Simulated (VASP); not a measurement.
Write the native input for VASP 6.6.1 that does the following.

| Quantity | Value |
| --- | --- |
| Task | single point |
| Functional | PBE |
| Potentials or basis | VASP PAW PBE potentials, release 64 (Be, S) |
| Cutoff | 520 eV |
| k mesh | 6 × 6 × 4 |
| Occupations | gaussian, width 0.1 eV |
| Spin | no spin polarisation |
| Dipole correction | no |
| Further INCAR settings | ALGO = Normal; EDIFF = 1e-06; NBANDS = 26 |

The structure of BeS lies in POSCAR:

```
BeS
1.0
    3.7935524911      0.0000000000      0.0000000000
    0.0000000000      3.7935524911      0.0000000000
    0.0000000000      0.0000000000      8.1375124893
Be S
4 4
Direct
    0.1587183273      0.5000000000      0.2500000000
    0.5000000000      0.8412816727      0.5000000000
    0.5000000000      0.1587183273      0.0000000000
    0.8412816727      0.5000000000      0.7500000000
    0.0000000000      0.5668470809      0.5000000000
    0.4331529191      0.0000000000      0.2500000000
    0.5668470809      0.0000000000      0.7500000000
    0.0000000000      0.4331529191      0.0000000000
```

The cell was built from a structure type or drawn by symmetry, and may not be a known phase.

These files were run (other wordings do the same):

INCAR

```
SYSTEM = BeS
ALGO     = Normal         ! electronic algorithm
EDIFF    = 1E-6           ! SCF threshold, eV
ENCUT    = 520            ! plane-wave cutoff, eV
GGA      = PE             ! functional
ISIF     = 2              ! what is computed and relaxed
ISMEAR   = 0              ! smearing method
LASPH    = .TRUE.         ! aspherical terms in the spheres
LCHARG   = .FALSE.        ! write CHGCAR
LREAL    = .FALSE.        ! projectors in reciprocal space
LWAVE    = .FALSE.        ! write WAVECAR
NBANDS   = 26             ! bands
NELM     = 100            ! most SCF steps
PREC     = Accurate       ! precision mode
SIGMA    = 0.1            ! smearing width, eV
```

KPOINTS

```
k-points
0
G
  6 6 4
  0 0 0
```

Potentials or basis: VASP PAW PBE potentials, release 64 (Be, S).

The run is started by

```sh
$ cat potpaw_PBE.64/Be/POTCAR potpaw_PBE.64/S/POTCAR > POTCAR
$ mpirun -np 1 vasp_std > vasp.out
```

It gave:

The pressure is 0.2 GPa, the largest force is 0.031 eV/Å and the band gap on the k mesh is 1.99 eV.

It took 98 s on 1 thread of Intel Xeon 8259CL, on a shared host, peak memory 0.24 GiB.
